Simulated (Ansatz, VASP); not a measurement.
**Ru in VASP and in Ansatz**

INCAR

```
SYSTEM = Ru
  PREC = Accurate
  ENCUT = 520
  EDIFF = 1E-7
  ISMEAR = 0
  SIGMA = 0.1
  LREAL = .FALSE.
  LASPH = .TRUE.
  NELM = 80
  ALGO = Normal
  ISIF = 2
  LWAVE = .FALSE.
  LCHARG = .FALSE.
  GGA = CA
  NBANDS = 21
```

Contents of KPOINTS:

```
regular mesh
0
G
  13 13 8
  0 0 0
```

The input POSCAR:

```
Ru
1.0
    2.6775346364      0.0000000000      0.0000000000
   -1.3387673182      2.3188130146      0.0000000000
    0.0000000000      0.0000000000      4.2181251212
Ru
2
Direct
    0.3333333333      0.6666666667      0.2500000000
    0.6666666667      0.3333333333      0.7500000000
```

Input for Ansatz:

```yaml
crystal:
  lattice:
    - [2.6775346364, 0.0, 0.0]
    - [-1.3387673182, 2.3188130146, 0.0]
    - [0.0, 0.0, 4.2181251212]
  atoms:
    - { symbol: Ru, position: [0.3333333333, 0.6666666667, 0.25] }
    - { symbol: Ru, position: [0.6666666667, 0.3333333333, 0.75] }
hamiltonian:
  xc: lda
  pseudopotentials:
    kind: paw
    azcp:
      Ru: "pseudopotentials/Ru.paw.azcp"
basis:
  ecutwfc: 420
  fft_grid_basis: typed
kpoints:
  mp_grid: { grid: [13, 13, 8], shift: [0, 0, 0] }
magnetization:
  spin_polarized: false
scf:
  occupations: { method: gaussian, width: 0.1 }
  lower_state_search: "off"
output:
  stress: true
```

Alike in both runs: task single point; functional LDA; k mesh 13 × 13 × 8; occupations gaussian, width 0.1 eV; no spin polarisation.

|  | VASP | Ansatz |
| --- | --- | --- |
| version | VASP 6.6.1 | Ansatz 0.2.0 |
| potentials or method | VASP PAW LDA potentials, release 64 (Ru_pv), cutoff 520 eV | plane waves (420 eV) with PAW, scalar-relativistic |
| valence electrons in the cell | 28 | 32 |

```csv
,VASP,Ansatz,Ansatz less VASP
pressure (GPa),0.8,-0.2,-1.00
"traceless stress, the component that is largest in VASP (GPa)",-0.29,-0.37,-0.075
```

Ansatz warns that its potentials were made for another functional, while VASP's fit it. LDA's correlation is that of Perdew and Zunger in VASP and of Perdew and Wang (1992) in Ansatz. VASP's potentials hold 28 valence electrons a cell and Ansatz's 32, so a difference there can come from the potentials and not from the codes.
